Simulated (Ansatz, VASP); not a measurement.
# Two plane-wave programs on BP

```
B P
1.0
     0.00000    2.15980    2.15980
     2.15980    0.00000    2.15980
     2.15980    2.15980    0.00000
B P
1 1
Direct
  0.00000 0.00000 0.00000
  0.50000 0.50000 0.50000
```

Alike in both runs: functional PBE; k mesh 16 × 16 × 16; occupations fermi-dirac, width 0.05 eV; no spin polarisation.

Ansatz relaxed the structure, and its values are those at the end. VASP's run is a single point on that final structure, the one shown.

```csv
,VASP,Ansatz
version,VASP 6.6.1,Ansatz 0.2.0
potentials or method,"VASP PAW PBE potentials, release 64 (B, P)","PAW with Ansatz's default frozen-core files, scalar-relativistic"
plane-wave cutoff (eV),520,420
valence electrons in the cell,8,8
```

```tsv
	VASP	Ansatz	Ansatz less VASP
pressure (GPa)	-0.2	0.0	+0.23
```

The functional is the same, so the differences come from potentials, cutoffs and numerics.
